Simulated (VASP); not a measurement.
PBr, 4 atoms in the cell. The typed cell holds 4 atoms: a = 4.939 Å, b = 5.589 Å, c = 6.306 Å, α = 93.19°, β = 96.34°, γ = 111.65°. 

| Property | Result |
| --- | --- |
| Program | VASP 6.6.1 |
| Task | single point |
| Functional | BLYP |
| Potentials or basis | VASP PAW PBE potentials, release 64 (Br, P) |
| Cutoff | 520 eV |
| k mesh | 4 × 3 × 3 |
| Occupations | fermi-dirac, width 0.05 eV |
| Spin | no spin polarisation |
| Dipole correction | no |
| Further INCAR settings | ALGO = Normal; EDIFF = 1e-07; NBANDS = 20 |

Potentials or basis: VASP PAW PBE potentials, release 64 (Br, P).

Launch:

```console
$ cat potpaw_PBE.64/Br/POTCAR potpaw_PBE.64/P/POTCAR > POTCAR
$ mpirun -np 1 vasp_std > vasp.out
```

Hardware: 1 thread of Intel Xeon 8259CL, with other jobs on the host.

Q: How long does it take, and how much memory?

A: Run time: 120 s on 1 thread of Intel Xeon 8259CL, on a shared host, peak memory 0.27 GiB. Counts: scf iterations 14, k points 19.
